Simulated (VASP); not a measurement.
# As (R-3m) in VASP: a series of runs

The runs below take As through single point, with PBE+D3(BJ).

Everything below comes from runs of VASP 6.6.1. Logs are shortened: lines on timing, memory, paths and dates and some standing lists are left out, and cuts for length are marked.

### Step 1. The cell of the first run

The structure is trigonal, space group R-3m (No. 166). Conventional cell: a = 3.718 Å, b = 3.718 Å, c = 9.528 Å, α = 90.00°, β = 90.00°, γ = 120.00°. Within 3.3 Å of As (site symmetry 3m) lie 6 As at 2.51 to 2.85 Å.

### Step 2. Single point, PBE+D3(BJ) (19.01 Å³/atom)

Contents of INCAR:

```
PREC     = Accurate       # precision mode
ENCUT    = 520            # plane-wave cutoff, eV
EDIFF    = 1E-6           # SCF threshold, eV
ISMEAR   = 0              # smearing method
SIGMA    = 0.1            # smearing width, eV
LREAL    = F              # projectors in reciprocal space
LASPH    = T              # aspherical terms in the spheres
NELM     = 60             # most SCF steps
ALGO     = Normal         # electronic algorithm
ISIF     = 2              # what is computed and relaxed
LWAVE    = F              # write WAVECAR
LCHARG   = F              # write CHGCAR
GGA      = PE             # functional
IVDW     = 12             # dispersion correction
NBANDS   = 12             # bands
```

Contents of KPOINTS:

```
Automatic mesh
0
Gamma
  15 15 15
```

Contents of POSCAR:

```
As
1.0
    1.8589529865      1.0732670071      3.1761279480
   -1.8589529865      1.0732670071      3.1761279480
    0.0000000000     -2.1465340143      3.1761279479
As
2
Direct
    0.7653741710      0.7653741710      0.7653741710
    0.2346258290      0.2346258290      0.2346258290
```

Potentials or basis: VASP PAW PBE potentials, release 64 (As).

Run with:

```
cat potpaw_PBE.64/As/POTCAR > POTCAR
mpirun -np 1 vasp_std > vasp.out
```

OUTCAR:

```text
PREC = Accurate
   ENCUT = 520
   EDIFF = 1E-6
   ISMEAR = 0
   LREAL = F
   LASPH = T
   NELM = 60
   ISIF = 2
   GGA = PE
   IVDW = 12
 IVDW          = 12

 ion  position               nearest neighbor table
   1  0.765  0.765  0.765-   2 2.51   2 2.51   2 2.51   2 2.85   2 2.85   2 2.85
   2  0.235  0.235  0.235-   1 2.51   1 2.51   1 2.51   1 2.85   1 2.85   1 2.85

  LATTYP: Found a trigonal (rhomboedric) cell.
 ALAT       =     3.8334575799
 COS(alpha) =     0.5296886226

  Lattice vectors:

 A1 = (   1.8589529865,   1.0732670071,   3.1761279480)
 A2 = (  -1.8589529865,   1.0732670071,   3.1761279480)
 A3 = (   0.0000000000,  -2.1465340143,   3.1761279479)

Analysis of symmetry for initial positions (statically):
=====================================================================
 Subroutine PRICEL returns:
 Original cell was already a primitive cell.

 Routine SETGRP: Setting up the symmetry group for a
 trigonal (rhombohedral) supercell.

 Subroutine GETGRP returns: Found 12 space group operations
 (whereof 12 operations were pure point group operations)
 out of a pool of 12 trial point group operations.

The static configuration has the point symmetry D_3d.

Analysis of symmetry for dynamics (positions and initial velocities):
=====================================================================
 Subroutine PRICEL returns:
 Original cell was already a primitive cell.

 Routine SETGRP: Setting up the symmetry group for a
 trigonal (rhombohedral) supercell.

 Subroutine GETGRP returns: Found 12 space group operations
 (whereof 12 operations were pure point group operations)
 out of a pool of 12 trial point group operations.

The dynamic configuration has the point symmetry D_3d.

 Subroutine INISYM returns: Found 12 space group operations
 (whereof 12 operations are pure point group operations),
 and found     1 'primitive' translations

----------------------------------------------------------------------------------------

                                     Primitive cell

  volume of cell :      38.0212

  direct lattice vectors                    reciprocal lattice vectors
     1.858952987  1.073267007  3.176127948     0.268968610  0.155289099  0.104949592
    -1.858952987  1.073267007  3.176127948    -0.268968610  0.155289099  0.104949592
     0.000000000 -2.146534014  3.176127948     0.000000000 -0.310578198  0.104949592

  length of vectors
     3.833457580  3.833457580  3.833457580     0.327831106  0.327831106  0.327831106

  position of ions in fractional coordinates (direct lattice)
     0.765374171  0.765374171  0.765374171
     0.234625829  0.234625829  0.234625829

  ion indices of the primitive-cell ions
   primitive index   ion index
                 1           1
                 2           2

----------------------------------------------------------------------------------------

 KPOINTS: Automatic mesh

Automatic generation of k-mesh.
 Grid dimensions read from file:
 generate k-points for:   15   15   15

 Generating k-lattice:

  Cartesian coordinates                     Fractional coordinates (reciprocal lattice)
     0.017931241  0.010352607  0.006996639     0.066666667 -0.000000000  0.000000000
    -0.017931241  0.010352607  0.006996639    -0.000000000  0.066666667  0.000000000
     0.000000000 -0.020705213  0.006996639     0.000000000  0.000000000  0.066666667

  Length of vectors
     0.021855407  0.021855407  0.021855407

  Shift w.r.t. Gamma in fractional coordinates (k-lattice)
     0.000000000  0.000000000  0.000000000

 Subroutine IBZKPT returns following result:
 ===========================================

 Found    344 irreducible k-points:

 Following reciprocal coordinates:
            Coordinates               Weight
  0.000000  0.000000  0.000000      1.000000
  0.066667 -0.000000  0.000000      6.000000
  0.133333 -0.000000  0.000000      6.000000
  0.200000  0.000000  0.000000      6.000000
  0.266667 -0.000000  0.000000      6.000000
  0.333333 -0.000000  0.000000      6.000000
[... 16 lines left out ...]
  0.133333  0.133333  0.000000      6.000000
  0.200000  0.133333  0.000000     12.000000
 [... further k-points ...]
   k-points           NKPTS =    344   k-points in BZ     NKDIM =    344   number of bands    NBANDS=     12
   number of dos      NEDOS =    301   number of ions     NIONS =      2
   total plane-waves  NPLWV =  27000
   dimension x,y,z NGX =    30 NGY =   30 NGZ =   30
   dimension x,y,z NGXF=    60 NGYF=   60 NGZF=   60
   ions per type =               2
   NGX,Y,Z   is equivalent  to a cutoff of  13.01, 13.01, 13.01 a.u.
   NGXF,Y,Z  is equivalent  to a cutoff of  26.02, 26.02, 26.02 a.u.
 SYSTEM =  unknown system
   PREC   = accura    normal or accurate (medium, high low for compatibility)
   ISTART =      0    job   : 0-new  1-cont  2-samecut
   ICHARG =      2    charge: 1-file 2-atom 10-const
   ISPIN  =      1    spin polarized calculation?
   LNONCOLLINEAR =      F non collinear calculations
   LSORBIT =      F    spin-orbit coupling
   LASPH  =      T    aspherical Exc in radial PAW
   ENCUT  =  520.0 eV  38.22 Ry    6.18 a.u.   7.13  7.13  7.13*2*pi/ulx,y,z
   NELM   =     60;   NELMIN=  2; NELMDL= -5     # of ELM steps
   EDIFF  = 0.1E-05   stopping-criterion for ELM
   LREAL  =      F    real-space projection
   EDIFFG = 0.1E-04   stopping-criterion for IOM
   NSW    =      0    number of steps for IOM
   IBRION =     -1    ionic relax: 0-MD 1-quasi-New 2-CG
   NFREE  =      0    steps in history (QN), initial steepest desc. (CG)
   ISIF   =      2    stress and relaxation
   ISYM   =      2    0-nonsym 1-usesym 2-fastsym
   POTIM  = 0.5000    time-step for ionic-motion
   TEBEG  =    0.0;   TEEND  =   0.0 temperature during run
   PSTRESS=    0.0 pullay stress
   NELECT =      10.0000    total number of electrons
   NUPDOWN=      -1.0000    fix difference up-down
   EMIN   =  10.00;   EMAX   =-10.00  energy-range for DOS
   EFERMI =   0.00;   METHOD = LEGACY
   ISMEAR =     0;   SIGMA  =   0.10  broadening in eV -4-tet -1-fermi 0-gaus
   EFERMI_NEDOS =   21; number of points for ismear=-14 and -15
   IALGO  =     38    algorithm
   IMIX   =      4    mixing-type and parameters
     AMIX     =   0.40;   BMIX     =  1.00
     AMIX_MAG =   1.60;   BMIX_MAG =  1.00
  volume/ion in A,a.u.               =      19.01       128.29
  Fermi-wavevector in a.u.,A,eV,Ry     =   1.048897  1.982129 14.968937  1.100186
  Thomas-Fermi vector in A             =   2.183838
   LORBIT       =      0    0 simple, 1 ext, 2 COOP (PROOUT), +10 PAW based schemes
   GGA     = PE    functional components
   LHFCALC =     F    Hartree Fock is set to
   AEXX    =    0.0000 exact exchange contribution
   IVDW    =    12    specifies the selected vdW correction
   LEPSILON=     F    determine dielectric tensor
   LRPA    =     F    only Hartree local field effects (RPA)
 non-spin polarized calculation
 Gauss-broadening in eV      SIGMA  =   0.10
  energy-cutoff  :      520.00
  volume of cell :       38.02
 maximum number of plane-waves:      1038
 NGX is ok and might be reduce to    30
   NGX = 15   NGY = 15   NGZ = 15

 number of electron      10.0000000 magnetization

 Free energy of the ion-electron system (eV)
  ---------------------------------------------------
  ext. energy  EPLUGINS =         0.00000000
  ---------------------------------------------------
  free energy    TOTEN  =        -9.15273610 eV

  energy without entropy =       -9.15189747  energy(sigma->0) =       -9.15231679

 E-fermi :   6.7882     XC(G=0): -10.5693

 val. band max:        6.7820559895   @ k =  -0.4667   0.4667   0.4000
 cond. band min:       6.8077367290   @ k =   0.4000   0.0667   0.0667
 fundamental gap:      0.0256807395
 Fermi energy:         6.7881800038

 k-point     1 :       0.0000    0.0000    0.0000
  band No.  band energies     occupation
      1      -9.0659      2.00000
      2       1.8768      2.00000
      3       4.3736      2.00000
      4       4.5217      2.00000
      5       4.5217      2.00000
      6       9.5214      0.00000
      7      10.3397      0.00000
      8      10.3397      0.00000
      9      12.8878      0.00000
     10      12.8878      0.00000
     11      13.3290      0.00000
     12      15.2066      0.00000

 k-point     2 :       0.0667   -0.0000    0.0000
  band No.  band energies     occupation
      1      -9.0010      2.00000
      2       1.4725      2.00000
      3       4.3863      2.00000
      4       4.5033      2.00000
      5       4.7321      2.00000
      6       9.5008      0.00000
      7      10.1652      0.00000
      8      10.1863      0.00000
      9      12.6366      0.00000
     10      12.8493      0.00000
     11      13.0911      0.00000
     12      15.6961      0.00000

 k-point     3 :       0.1333   -0.0000    0.0000
  band No.  band energies     occupation
      1      -8.8066      2.00000
      2       0.5583      2.00000
      3       4.3717      2.00000
      4       4.4566      2.00000
      5       5.1474      2.00000
      6       9.3126      0.00000
      7       9.6715      0.00000
      8       9.7732      0.00000
      9      12.3313      0.00000
     10      13.0010      0.00000
     11      13.0307      0.00000
     12      16.8282      0.00000
[... 286 lines left out ...]
 k-point    23 :       0.1333    0.1333    0.0000
  band No.  band energies     occupation
      1      -8.7323      2.00000
      2       0.5045      2.00000
      3       3.7182      2.00000
      4       3.9269      2.00000
      5       6.2483      2.00000
      6       7.9577      0.00000
      7       9.7889      0.00000
      8      10.8206      0.00000
      9      12.1985      0.00000
     10      13.6034      0.00000
     11      13.8768      0.00000
     12      15.6323      0.00000

 k-point    24 :       0.2000    0.1333    0.0000
  band No.  band energies     occupation
      1      -8.5030      2.00000
      2      -0.1247      2.00000
      3       3.4509      2.00000
      4       3.7562      2.00000
      5       6.2339      2.00000
      6       7.7785      0.00000
      7       9.7812      0.00000
      8      10.8099      0.00000
      9      11.8944      0.00000
     10      14.0630      0.00000
     11      14.4680      0.00000
     12      16.2398      0.00000

 [... further k-points ...]

------------------------ aborting loop because EDIFF is reached ----------------------------------------

 Edisp (eV)   -0.95311

 E8    (eV) :    -0.4032

  FORCE on cell =-STRESS in cart. coord.  units (eV):
  Direction    XX          YY          ZZ          XY          YZ          ZX
  --------------------------------------------------------------------------------------
  -------------------------------------------------------------------------------------
  Total       1.59453     1.59453     1.59015     0.00000     0.00000     0.00000
  in kB      67.19192    67.19192    67.00727     0.00000     0.00000     0.00000
  external pressure =       67.13 kB  Pullay stress =        0.00 kB

 VOLUME and BASIS-vectors are now :
 -----------------------------------------------------------------------------
  energy-cutoff  :      520.00
  volume of cell :       38.02
      direct lattice vectors                 reciprocal lattice vectors
     1.858952987  1.073267007  3.176127948     0.268968610  0.155289099  0.104949592
    -1.858952987  1.073267007  3.176127948    -0.268968610  0.155289099  0.104949592
     0.000000000 -2.146534014  3.176127948     0.000000000 -0.310578198  0.104949592

 POSITION                                       TOTAL-FORCE (eV/Angst)
 -----------------------------------------------------------------------------------
      0.00000     -0.00000      7.29278         0.000000      0.000000     -0.058520
      0.00000     -0.00000      2.23560         0.000000     -0.000000      0.058520
 -----------------------------------------------------------------------------------
    total drift:                                0.000000      0.000000      0.000000

  FREE ENERGIE OF THE ION-ELECTRON SYSTEM (eV)
  ---------------------------------------------------
  free  energy   TOTEN  =       -10.1058445653 eV

  energy  without entropy=      -10.1050059266  energy(sigma->0) =      -10.10542525
```

It took 2 min on 1 thread of Intel Xeon 6975P-C (Granite Rapids), shared host; peak memory 0.27 GiB.

What came out:

```
Free energy                : -10.1058 eV
Pressure                   : 6.7 GPa
Largest force              : 0.059 eV/Å
Band gap on the k mesh     : zero (bands 5 and 6 overlap by 0.32 eV)
Dispersion energy per atom : -0.477 eV
```

Forces in eV/Å, atoms in the order of the input:
```
As   0.000  0.000 -0.059
As   0.000  0.000  0.059
```

Levels at points of the mesh, in eV from the Fermi level:
| k point | band 1 | band 2 | band 3 | band 4 | band 5 | band 6 | band 7 | band 8 | band 9 | band 10 |
| --- | --- | --- | --- | --- | --- | --- | --- | --- | --- | --- |
| (0.00, 0.00, 0.00) | -15.85 | -4.91 | -2.41 | -2.27 | -2.27 | 2.73 | 3.55 | 3.55 | 6.10 | 6.10 |

Caveat: the cell stands under pressure.

### Step 3. Single point, PBE+D3(BJ) (19.64 Å³/atom)

This run uses another cell than the first one, of 19.64 Å³/atom.

Contents of INCAR:

```
PREC = Accurate
ENCUT = 520
EDIFF = 1E-6
ISMEAR = 0
SIGMA = 0.1
LREAL = F
LASPH = T
NELM = 80
ALGO = Normal
ISIF = 2
LWAVE = F
LCHARG = T
GGA = PE
IVDW = 12
LELF = T
LVHAR = T
NBANDS = 12
```

Contents of KPOINTS:

```
regular mesh
0
Gamma
  15 15 15
```

Contents of POSCAR:

```
As
1.0
    1.8715198629      1.0805224966      3.2369231005
   -1.8715198629      1.0805224966      3.2369231005
    0.0000000000     -2.1610449933      3.2369231005
As
2
Direct
    0.7668407981      0.7668407981      0.7668407981
    0.2331592019      0.2331592019      0.2331592019
```

Potentials or basis: VASP PAW PBE potentials, release 64 (As).

Run with:

```
cat potpaw_PBE.64/As/POTCAR > POTCAR
mpirun -np 1 vasp_std > vasp.out
```

OUTCAR:

```text
PREC = Accurate
   ENCUT = 520
   EDIFF = 1E-6
   ISMEAR = 0
   LREAL = F
   LASPH = T
   NELM = 80
   ISIF = 2
   GGA = PE
   IVDW = 12
 IVDW          = 12

 ion  position               nearest neighbor table
   1  0.767  0.767  0.767-   2 2.52   2 2.52   2 2.52   2 2.91   2 2.91   2 2.91
   2  0.233  0.233  0.233-   1 2.52   1 2.52   1 2.52   1 2.91   1 2.91   1 2.91

  LATTYP: Found a trigonal (rhomboedric) cell.
 ALAT       =     3.8920157530
 COS(alpha) =     0.5375447668

[... 549 lines left out ...]

------------------------ aborting loop because EDIFF is reached ----------------------------------------

 Edisp (eV)   -0.92247

 E8    (eV) :    -0.3905

  FORCE on cell =-STRESS in cart. coord.  units (eV):
  Direction    XX          YY          ZZ          XY          YZ          ZX
  --------------------------------------------------------------------------------------
  -------------------------------------------------------------------------------------
  Total       1.00800     1.00800     1.00512    -0.00000    -0.00000     0.00000
  in kB      41.12063    41.12063    41.00302    -0.00000    -0.00000     0.00000
  external pressure =       41.08 kB  Pullay stress =        0.00 kB

 VOLUME and BASIS-vectors are now :
 -----------------------------------------------------------------------------
  energy-cutoff  :      520.00
  volume of cell :       39.27
      direct lattice vectors                 reciprocal lattice vectors
     1.871519863  1.080522497  3.236923100     0.267162540  0.154246364  0.102978453
    -1.871519863  1.080522497  3.236923100    -0.267162540  0.154246364  0.102978453
     0.000000000 -2.161044993  3.236923100     0.000000000 -0.308492729  0.102978453

 POSITION                                       TOTAL-FORCE (eV/Angst)
 -----------------------------------------------------------------------------------
      0.00000     -0.00000      7.44661         0.000000      0.000000     -0.055951
      0.00000     -0.00000      2.26416         0.000000     -0.000000      0.055951
 -----------------------------------------------------------------------------------
    total drift:                               -0.000000      0.000000     -0.000000

  FREE ENERGIE OF THE ION-ELECTRON SYSTEM (eV)
  ---------------------------------------------------
  free  energy   TOTEN  =       -10.1461234369 eV

  energy  without entropy=      -10.1455433212  energy(sigma->0) =      -10.14583338
```

OSZICAR:

```text
N       E                     dE             d eps       ncg     rms          rms(c)
DAV:   1     0.286017961300E+02    0.28602E+02   -0.43107E+03  8256   0.704E+02
DAV:   2    -0.769365093173E+01   -0.36295E+02   -0.34543E+02 11120   0.112E+02
DAV:   3    -0.922724704905E+01   -0.15336E+01   -0.15260E+01 10416   0.234E+01
DAV:   4    -0.923384179670E+01   -0.65947E-02   -0.65941E-02  9352   0.173E+00
DAV:   5    -0.923385553686E+01   -0.13740E-04   -0.13741E-04 10396   0.854E-02    0.352E+00
DAV:   6    -0.922682115641E+01    0.70344E-02   -0.36774E-03  9256   0.394E-01    0.212E+00
DAV:   7    -0.922349832455E+01    0.33228E-02   -0.85765E-03  9368   0.616E-01    0.897E-02
DAV:   8    -0.922361758945E+01   -0.11926E-03   -0.21207E-04 10072   0.900E-02    0.290E-02
DAV:   9    -0.922365189592E+01   -0.34306E-04   -0.40937E-05  9672   0.422E-02    0.891E-03
DAV:  10    -0.922365153911E+01    0.35681E-06   -0.24652E-06  9860   0.882E-03
   1 F= -.10146123E+02 E0= -.10145833E+02  d E =-.580116E-03
```

Run time: 2.3 min. Hardware: 1 thread of Intel Xeon 6975P-C (Granite Rapids), shared host; peak memory 0.28 GiB.

What came out:

```
Free energy                : -10.1461 eV
Pressure                   : 4.1 GPa
Largest force              : 0.056 eV/Å
Band gap on the k mesh     : zero (bands 5 and 6 overlap by 0.25 eV)
Dispersion energy per atom : -0.461 eV
```

Forces in eV/Å, atoms in the order of the input:
```
As   0.000  0.000 -0.056
As   0.000  0.000  0.056
```

Levels at points of the mesh, in eV from the Fermi level:
| k point | band 2 | band 3 | band 4 | band 5 | band 6 | band 7 | band 8 | band 9 |
| --- | --- | --- | --- | --- | --- | --- | --- | --- |
| (0.00, 0.00, 0.00) | -5.18 | -2.43 | -2.23 | -2.23 | 2.48 | 3.37 | 3.37 | 6.20 |

Caveat: the cell stands under pressure.
